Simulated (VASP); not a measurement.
IrS:

```
Ir S
1.0
     3.54399    0.00000    0.00000
    -1.77200    3.06919    0.00000
     0.00000    0.00000    5.44193
Ir S
2 2
Direct
  0.00000 0.00000 0.00000
  0.00000 0.00000 0.50000
  0.33333 0.66667 0.25000
  0.66667 0.33333 0.75000
```

Base run:

```yaml
Program: VASP 6.6.1
Functional: PBEsol
Potentials_or_basis: VASP PAW PBE potentials, release 64 (Ir, S)
Cutoff: 520 eV
k_mesh: 10 × 10 × 6
Occupations: gaussian, width 0.05 eV
Spin: no spin polarisation
```

Its results: band gap on the k mesh zero (band 15 reaches 10.62 eV, above the bottom of band 16 at 8.96 eV); pressure 1.1 GPa.

Task: The run is repeated on the same cell with these changes: potentials or basis from VASP PAW PBE potentials, release 64 (Ir, S) to VASP PAW PBE potentials, release 64 (Ir_sv_GW, S); cutoff from 520 eV to 500 eV; further incar settings from ALGO = Normal; EDIFF = 1e-06; NBANDS = 23 to ALGO = Normal; EDIFF = 1e-06; NBANDS = 31; valence electrons from 30 to 46. What comes out?

Result: Band gap on the k mesh zero (band 23 reaches 11.81 eV, above the bottom of band 24 at 10.16 eV); pressure -1.4 GPa.

Caveats: the PAW data sets were made with another functional, which shifts forces and pressure a little; spin-orbit coupling is left out, which moves the levels of the heavy elements.
